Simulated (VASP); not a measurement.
# PPt (F-43m) in VASP: notebook

Runs on PPt. Level: PBEsol. Tasks: single point.

Everything below comes from runs of VASP 6.6.1. Logs are shortened: lines on timing, memory, paths and dates and some standing lists are left out, and cuts for length are marked.

## Step 1: The cell of the first run

The structure is cubic, space group F-43m (No. 216). The conventional cell has a = 5.231 Å, b = 5.231 Å, c = 5.231 Å, α = 90.00°, β = 90.00°, γ = 90.00°. Pt (site symmetry -43m) has 4 P at 2.27 Å within 3.0 Å. Within 3.0 Å of P (site symmetry -43m) lie 4 Pt at 2.27 Å.

## Step 2: Single point, PBEsol (17.89 Å³/atom)

The input, INCAR:

```
SYSTEM = PPt
PREC     = Accurate       ! precision mode
ENCUT    = 520            ! plane-wave cutoff, eV
EDIFF    = 1E-6           ! SCF threshold, eV
ISMEAR   = 0              ! smearing method
SIGMA    = 0.05           ! smearing width, eV
LREAL    = .False.        ! projectors in reciprocal space
LASPH    = .True.         ! aspherical terms in the spheres
NELM     = 80             ! most SCF steps
ALGO     = Normal         ! electronic algorithm
ISIF     = 2              ! what is computed and relaxed
LWAVE    = .False.        ! write WAVECAR
LCHARG   = .False.        ! write CHGCAR
GGA      = PS             ! functional
NBANDS   = 14             ! bands
```

The input, KPOINTS:

```
Automatic mesh
0
Gamma
  12 12 12
  0 0 0
```

The input, POSCAR:

```
PPt
1.0
    0.0000000000      2.6154619478      2.6154619478
    2.6154619478      0.0000000000      2.6154619478
    2.6154619478      2.6154619478      0.0000000000
Pt P
1 1
Direct
    0.0000000000      0.0000000000      0.0000000000
    0.2500000000      0.2500000000      0.2500000000
```

Potentials or basis: VASP PAW PBE potentials, release 64 (Pt, P).

Started as:

```console
cat potpaw_PBE.64/Pt/POTCAR potpaw_PBE.64/P/POTCAR > POTCAR
mpirun -np 1 vasp_std > vasp.out
```

OUTCAR:

```text
SYSTEM = PPt
   PREC = Accurate
   ENCUT = 520
   EDIFF = 1E-6
   ISMEAR = 0
   LREAL = .False.
   LASPH = .True.
   NELM = 80
   ISIF = 2
   GGA = PS

 ion  position               nearest neighbor table
   1  0.000  0.000  0.000-   2 2.27   2 2.27   2 2.27   2 2.27
   2  0.250  0.250  0.250-   1 2.27   1 2.27   1 2.27   1 2.27

  LATTYP: Found a face centered cubic cell.
 ALAT       =     5.2309238956

  Lattice vectors:

 A1 = (   0.0000000000,   2.6154619478,   2.6154619478)
 A2 = (   2.6154619478,   0.0000000000,   2.6154619478)
 A3 = (   2.6154619478,   2.6154619478,   0.0000000000)

Analysis of symmetry for initial positions (statically):
=====================================================================
 Subroutine PRICEL returns:
 Original cell was already a primitive cell.

 Routine SETGRP: Setting up the symmetry group for a
 face centered cubic supercell.

 Subroutine GETGRP returns: Found 24 space group operations
 (whereof 24 operations were pure point group operations)
 out of a pool of 48 trial point group operations.

The static configuration has the point symmetry T_d .

Analysis of symmetry for dynamics (positions and initial velocities):
=====================================================================
 Subroutine PRICEL returns:
 Original cell was already a primitive cell.

 Routine SETGRP: Setting up the symmetry group for a
 face centered cubic supercell.

 Subroutine GETGRP returns: Found 24 space group operations
 (whereof 24 operations were pure point group operations)
 out of a pool of 48 trial point group operations.

The dynamic configuration has the point symmetry T_d .

 Subroutine INISYM returns: Found 24 space group operations
 (whereof 24 operations are pure point group operations),
 and found     1 'primitive' translations

----------------------------------------------------------------------------------------

                                     Primitive cell

  volume of cell :      35.7829

  direct lattice vectors                    reciprocal lattice vectors
     0.000000000  2.615461948  2.615461948    -0.191170818  0.191170818  0.191170818
     2.615461948  0.000000000  2.615461948     0.191170818 -0.191170818  0.191170818
     2.615461948  2.615461948  0.000000000     0.191170818  0.191170818 -0.191170818

  length of vectors
     3.698821758  3.698821758  3.698821758     0.331117570  0.331117570  0.331117570

  position of ions in fractional coordinates (direct lattice)
     0.000000000  0.000000000  0.000000000
     0.250000000  0.250000000  0.250000000

  ion indices of the primitive-cell ions
   primitive index   ion index
                 1           1
                 2           2

----------------------------------------------------------------------------------------

 KPOINTS: Automatic mesh

Automatic generation of k-mesh.
 Grid dimensions read from file:
 generate k-points for:   12   12   12

 Generating k-lattice:

  Cartesian coordinates                     Fractional coordinates (reciprocal lattice)
    -0.015930901  0.015930901  0.015930901     0.083333333  0.000000000  0.000000000
     0.015930901 -0.015930901  0.015930901     0.000000000  0.083333333  0.000000000
     0.015930901  0.015930901 -0.015930901     0.000000000  0.000000000  0.083333333

  Length of vectors
     0.027593131  0.027593131  0.027593131

  Shift w.r.t. Gamma in fractional coordinates (k-lattice)
     0.000000000  0.000000000  0.000000000

 Subroutine IBZKPT returns following result:
 ===========================================

 Found     72 irreducible k-points:

 Following reciprocal coordinates:
            Coordinates               Weight
  0.000000  0.000000  0.000000      1.000000
  0.083333  0.000000  0.000000      8.000000
  0.166667  0.000000  0.000000      8.000000
  0.250000  0.000000  0.000000      8.000000
  0.333333  0.000000  0.000000      8.000000
  0.416667  0.000000  0.000000      8.000000
[... 16 lines left out ...]
  0.500000  0.166667  0.000000     24.000000
 -0.416667  0.166667  0.000000     24.000000
 [... further k-points ...]
   k-points           NKPTS =     72   k-points in BZ     NKDIM =     72   number of bands    NBANDS=     14
   number of dos      NEDOS =    301   number of ions     NIONS =      2
   total plane-waves  NPLWV =  21952
   dimension x,y,z NGX =    28 NGY =   28 NGZ =   28
   dimension x,y,z NGXF=    56 NGYF=   56 NGZF=   56
   ions per type =               1   1
   NGX,Y,Z   is equivalent  to a cutoff of  12.58, 12.58, 12.58 a.u.
   NGXF,Y,Z  is equivalent  to a cutoff of  25.17, 25.17, 25.17 a.u.
 SYSTEM =  PPt
   PREC   = accura    normal or accurate (medium, high low for compatibility)
   ISTART =      0    job   : 0-new  1-cont  2-samecut
   ICHARG =      2    charge: 1-file 2-atom 10-const
   ISPIN  =      1    spin polarized calculation?
   LNONCOLLINEAR =      F non collinear calculations
   LSORBIT =      F    spin-orbit coupling
   LASPH  =      T    aspherical Exc in radial PAW
   ENCUT  =  520.0 eV  38.22 Ry    6.18 a.u.   6.88  6.88  6.88*2*pi/ulx,y,z
   NELM   =     80;   NELMIN=  2; NELMDL= -5     # of ELM steps
   EDIFF  = 0.1E-05   stopping-criterion for ELM
   LREAL  =      F    real-space projection
   EDIFFG = 0.1E-04   stopping-criterion for IOM
   NSW    =      0    number of steps for IOM
   IBRION =     -1    ionic relax: 0-MD 1-quasi-New 2-CG
   NFREE  =      0    steps in history (QN), initial steepest desc. (CG)
   ISIF   =      2    stress and relaxation
   ISYM   =      2    0-nonsym 1-usesym 2-fastsym
   POTIM  = 0.5000    time-step for ionic-motion
   TEBEG  =    0.0;   TEEND  =   0.0 temperature during run
   PSTRESS=    0.0 pullay stress
   NELECT =      15.0000    total number of electrons
   NUPDOWN=      -1.0000    fix difference up-down
   EMIN   =  10.00;   EMAX   =-10.00  energy-range for DOS
   EFERMI =   0.00;   METHOD = LEGACY
   ISMEAR =     0;   SIGMA  =   0.05  broadening in eV -4-tet -1-fermi 0-gaus
   EFERMI_NEDOS =   21; number of points for ismear=-14 and -15
   IALGO  =     38    algorithm
   IMIX   =      4    mixing-type and parameters
     AMIX     =   0.40;   BMIX     =  1.00
     AMIX_MAG =   1.60;   BMIX_MAG =  1.00
  volume/ion in A,a.u.               =      17.89       120.74
  Fermi-wavevector in a.u.,A,eV,Ry     =   1.225218  2.315327 20.424524  1.501160
  Thomas-Fermi vector in A             =   2.360264
   LORBIT       =      0    0 simple, 1 ext, 2 COOP (PROOUT), +10 PAW based schemes
   GGA     = PS    functional components
   LHFCALC =     F    Hartree Fock is set to
   AEXX    =    0.0000 exact exchange contribution
   IVDW    =     0    specifies the selected vdW correction
   LEPSILON=     F    determine dielectric tensor
   LRPA    =     F    only Hartree local field effects (RPA)
 non-spin polarized calculation
 Gauss-broadening in eV      SIGMA  =   0.05
  energy-cutoff  :      520.00
  volume of cell :       35.78
 maximum number of plane-waves:       982
   NGX = 13   NGY = 13   NGZ = 13

 number of electron      15.0000001 magnetization

 Free energy of the ion-electron system (eV)
  ---------------------------------------------------
  ext. energy  EPLUGINS =         0.00000000
  ---------------------------------------------------
  free energy    TOTEN  =       -13.32882847 eV

  energy without entropy =      -13.32630812  energy(sigma->0) =      -13.32756829

 E-fermi :   8.0604     XC(G=0): -11.2532

 val. band max:        8.0474933443   @ k =  -0.3333   0.4167   0.0833
 cond. band min:       8.0722502384   @ k =   0.5000   0.2500   0.0000
 fundamental gap:      0.0247568941
 Fermi energy:         8.0603767450

 k-point     1 :       0.0000    0.0000    0.0000
  band No.  band energies     occupation
      1      -5.5557      2.00000
      2       1.4600      2.00000
      3       1.4600      2.00000
      4       1.4600      2.00000
      5       3.9418      2.00000
      6       3.9418      2.00000
      7      11.3536      0.00000
      8      12.3534      0.00000
      9      12.3534      0.00000
     10      12.3534      0.00000
     11      14.8906      0.00000
     12      14.8906      0.00000
     13      14.8906      0.00000
     14      20.6176      0.00000

 k-point     2 :       0.0833    0.0000    0.0000
  band No.  band energies     occupation
      1      -5.4673      2.00000
      2       1.4124      2.00000
      3       1.5001      2.00000
      4       1.5001      2.00000
      5       3.9273      2.00000
      6       3.9273      2.00000
      7      11.0891      0.00000
      8      12.1457      0.00000
      9      12.1795      0.00000
     10      12.1795      0.00000
     11      14.8574      0.00000
     12      15.0558      0.00000
     13      15.0558      0.00000
     14      20.9868      0.00000

 k-point     3 :       0.1667    0.0000    0.0000
  band No.  band energies     occupation
      1      -5.2165      2.00000
      2       1.3050      2.00000
      3       1.6047      2.00000
      4       1.6047      2.00000
      5       3.9061      2.00000
      6       3.9061      2.00000
      7       9.7997      0.00000
      8      11.7177      0.00000
      9      11.7177      0.00000
     10      12.3183      0.00000
     11      14.9232      0.00000
     12      15.4613      0.00000
     13      15.4613      0.00000
     14      20.6399      0.00000

 k-point     4 :       0.2500    0.0000    0.0000
  band No.  band energies     occupation
      1      -4.8491      2.00000
      2       1.2234      2.00000
      3       1.7307      2.00000
      4       1.7307      2.00000
      5       3.9302      2.00000
      6       3.9302      2.00000
      7       8.1073      0.18488
      8      11.0852      0.00000
      9      11.0852      0.00000
     10      12.5194      0.00000
     11      15.4284      0.00000
     12      15.9233      0.00000
     13      15.9233      0.00000
     14      20.4770      0.00000

 k-point     5 :       0.3333    0.0000    0.0000
  band No.  band energies     occupation
      1      -4.4495      2.00000
      2       1.2582      2.00000
      3       1.8286      2.00000
      4       1.8286      2.00000
      5       4.0341      2.00000
      6       4.0341      2.00000
      7       6.4924      2.00000
      8      10.4233      0.00000
      9      10.4233      0.00000
     10      12.4877      0.00000
     11      16.2754      0.00000
[... 276 lines left out ...]
 k-point    22 :       0.4167    0.1667    0.0000
  band No.  band energies     occupation
      1      -4.1108      2.00000
      2       1.1220      2.00000
      3       2.0099      2.00000
      4       2.1151      2.00000
      5       3.8433      2.00000
      6       4.3201      2.00000
      7       5.9241      2.00000
      8       9.0808      0.00000
      9       9.3855      0.00000
     10      13.5337      0.00000
     11      15.2428      0.00000
     12      17.0734      0.00000
     13      17.1540      0.00000
     14      20.2289      0.00000

 k-point    23 :       0.5000    0.1667    0.0000
  band No.  band energies     occupation
      1      -3.8808      2.00000
      2       1.3764      2.00000
      3       1.9968      2.00000
      4       2.1452      2.00000
      5       4.0332      2.00000
      6       4.2824      2.00000
      7       4.9996      2.00000
      8       8.7942      0.00000
      9       9.0607      0.00000
     10      13.3662      0.00000
     11      15.5848      0.00000
     12      17.0093      0.00000
     13      18.2466      0.00000
     14      20.3676      0.00000

 k-point    24 :      -0.4167    0.1667    0.0000
  band No.  band energies     occupation
      1      -3.8504      2.00000
      2       1.5761      2.00000
      3       1.8745      2.00000
      4       2.1296      2.00000
      5       4.0042      2.00000
      6       4.1068      2.00000
      7       5.1039      2.00000
      8       8.3736      0.00000
      9       9.4258      0.00000
     10      13.3366      0.00000
     11      15.6674      0.00000
     12      16.8061      0.00000
     13      18.7538      0.00000
     14      20.3920      0.00000

 [... further k-points ...]

------------------------ aborting loop because EDIFF is reached ----------------------------------------

  FORCE on cell =-STRESS in cart. coord.  units (eV):
  Direction    XX          YY          ZZ          XY          YZ          ZX
  --------------------------------------------------------------------------------------
  -------------------------------------------------------------------------------------
  Total        1.5308606      1.5308606      1.5308606      0.0000000      0.0000000      0.0000000
  in kB       68.5442496     68.5442496     68.5442496      0.0000000      0.0000000      0.0000000
  external PRESSURE =      68.5442496 kB  Pullay stress =       0.0000000 kB

 VOLUME and BASIS-vectors are now :
 -----------------------------------------------------------------------------
  energy-cutoff  :      520.00
  volume of cell :       35.78
      direct lattice vectors                 reciprocal lattice vectors
     0.000000000  2.615461948  2.615461948    -0.191170818  0.191170818  0.191170818
     2.615461948  0.000000000  2.615461948     0.191170818 -0.191170818  0.191170818
     2.615461948  2.615461948  0.000000000     0.191170818  0.191170818 -0.191170818

 POSITION                                       TOTAL-FORCE (eV/Angst)
 -----------------------------------------------------------------------------------
      0.00000      0.00000      0.00000         0.000000      0.000000      0.000000
      1.30773      1.30773      1.30773        -0.000000     -0.000000     -0.000000
 -----------------------------------------------------------------------------------
    total drift:                               -0.000000     -0.000000     -0.000000

  FREE ENERGIE OF THE ION-ELECTRON SYSTEM (eV)
  ---------------------------------------------------
  free  energy   TOTEN  =       -13.3288284664 eV

  energy  without entropy=      -13.3263081189  energy(sigma->0) =      -13.32756829
```

It took 58 s on 1 thread of Intel Xeon 8259CL, shared host; peak memory 0.18 GiB.

What came out:

```yaml
Free_energy: -13.3288 eV
Pressure: 6.9 GPa
Band_gap_on_the_k_mesh: zero (an odd number of electrons rules out a gap without spin polarisation)
```

Caveat: the cell stands under pressure; the PAW data sets were made with another functional, which shifts forces and pressure a little; spin-orbit coupling is left out, which moves the levels of the heavy elements.

## Step 3: Single point, PBEsol (18.26 Å³/atom)

This run uses another cell than the first one, of 18.26 Å³/atom.

The input, INCAR:

```
PREC     = Accurate       # precision mode
ENCUT    = 520            # plane-wave cutoff, eV
EDIFF    = 1E-7           # SCF threshold, eV
ISMEAR   = 0              # smearing method
SIGMA    = 0.05           # smearing width, eV
LREAL    = F              # projectors in reciprocal space
LASPH    = T              # aspherical terms in the spheres
NELM     = 80             # most SCF steps
ALGO     = Normal         # electronic algorithm
ISIF     = 2              # what is computed and relaxed
LWAVE    = F              # write WAVECAR
LCHARG   = F              # write CHGCAR
GGA      = PS             # functional
NBANDS   = 14             # bands
```

The input, KPOINTS:

```
regular mesh
0
Gamma
  12 12 12
```

The input, POSCAR:

```
PPt
1.0
    0.0000000000      2.6335001864      2.6335001864
    2.6335001864      0.0000000000      2.6335001864
    2.6335001864      2.6335001864      0.0000000000
Pt P
1 1
Direct
    0.0000000000      0.0000000000      0.0000000000
    0.2500000000      0.2500000000      0.2500000000
```

Potentials or basis: VASP PAW PBE potentials, release 64 (Pt, P).

Started as:

```console
cat potpaw_PBE.64/Pt/POTCAR potpaw_PBE.64/P/POTCAR > POTCAR
mpirun -np 1 vasp_std > vasp.out
```

It took 62 s on 1 thread of Intel Xeon 8259CL, shared host; peak memory 0.18 GiB.

The run converged. Its results:

* Free energy: -13.3524 eV
* Pressure: 3.2 GPa
* Band gap on the k mesh: zero (an odd number of electrons rules out a gap without spin polarisation)

Levels at points of the mesh, in eV from the Fermi level:
```tsv
k point	band 3	band 4	band 5	band 6	band 7	band 8	band 9	band 10	band 11	band 12
(0.00, 0.00, 0.00)	-6.44	-6.44	-4.01	-4.01	3.21	4.20	4.20	4.20	6.79	6.79
(0.50, 0.00, 0.00)	-6.02	-6.02	-3.72	-3.72	-3.26	1.63	1.63	4.23	8.39	8.39
(0.50, 0.50, 0.00)	-4.84	-4.84	-3.90	-3.33	-3.08	-1.18	-1.18	5.87	5.88	11.14
```

Caveat: the cell stands under pressure; the PAW data sets were made with another functional, which shifts forces and pressure a little; spin-orbit coupling is left out, which moves the levels of the heavy elements.

The gap in the log of VASP goes by the Fermi energy; the results here count the filled bands.